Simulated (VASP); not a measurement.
Set up this calculation in VASP 6.6.1, as the native input.

| Quantity | Value |
| --- | --- |
| Task | single point |
| Functional | HSE06 |
| Potentials or basis | VASP PAW PBE potentials, release 64 (Ag, I) |
| Cutoff | 400 eV |
| k mesh | 4 × 4 × 4 |
| Occupations | gaussian, width 0.05 eV |
| Spin | no spin polarisation |
| Dipole correction | no |
| Grid for exact exchange (PRECFOCK) | Normal |
| Further INCAR settings | ALGO = Normal; EDIFF = 1e-06; NBANDS = 16 |
| Share of exact exchange | 0.25 |
| Screening parameter | 0.2079 1/Å |

AgI:

```xyz
2
Lattice="0.0000 3.2886 3.2886 3.2886 0.0000 3.2886 3.2886 3.2886 0.0000" Properties=species:S:1:pos:R:3 pbc="T T T"
Ag    0.0000    0.0000    0.0000
I     1.6443    1.6443    1.6443
```

One way to write it, as run:

POSCAR

```
AgI
1.0
    0.0000000000      3.2885749210      3.2885749210
    3.2885749210      0.0000000000      3.2885749210
    3.2885749210      3.2885749210      0.0000000000
Ag I
1 1
Direct
    0.0000000000      0.0000000000      0.0000000000
    0.2500000000      0.2500000000      0.2500000000
```

INCAR.step1

```
PREC = Accurate
ENCUT = 400
EDIFF = 1E-5
ISMEAR = 0
SIGMA = 0.05
LREAL = F
LASPH = T
NELM = 120
ALGO = Normal
ISIF = 2
LWAVE = T
LCHARG = F
GGA = PE
NBANDS = 16
GGA_COMPAT = F
```

INCAR.step2

```
PREC = Accurate
ENCUT = 400
EDIFF = 1E-6
ISMEAR = 0
SIGMA = 0.05
LREAL = F
LASPH = T
NELM = 120
ALGO = Normal
ISIF = 2
LWAVE = F
LCHARG = F
GGA = PE
LHFCALC = T
HFSCREEN = 0.2079
PRECFOCK = Normal
ISTART = 1
NBANDS = 16
GGA_COMPAT = F
```

KPOINTS

```
Automatic mesh
0
Gamma
  4 4 4
```

Potentials or basis: VASP PAW PBE potentials, release 64 (Ag, I).

Launch:

```bash
$ cat potpaw_PBE.64/Ag/POTCAR potpaw_PBE.64/I/POTCAR > POTCAR
$ cp INCAR.step1 INCAR
$ mpirun -np 1 vasp_std > vasp.out
$ cp INCAR.step2 INCAR
$ mpirun -np 1 vasp_std > vasp.out
```

Results of the run:

```json
{"Pressure": "0.4 GPa", "Band gap on the k mesh": "2.48 eV"}
```

Caveat: the PAW data sets were made with another functional, which shifts forces and pressure a little; spin-orbit coupling is left out, which moves the levels of the heavy elements.

It took 12 min on 1 thread of AMD EPYC 7R13 (shared host), peak memory 0.26 GiB.
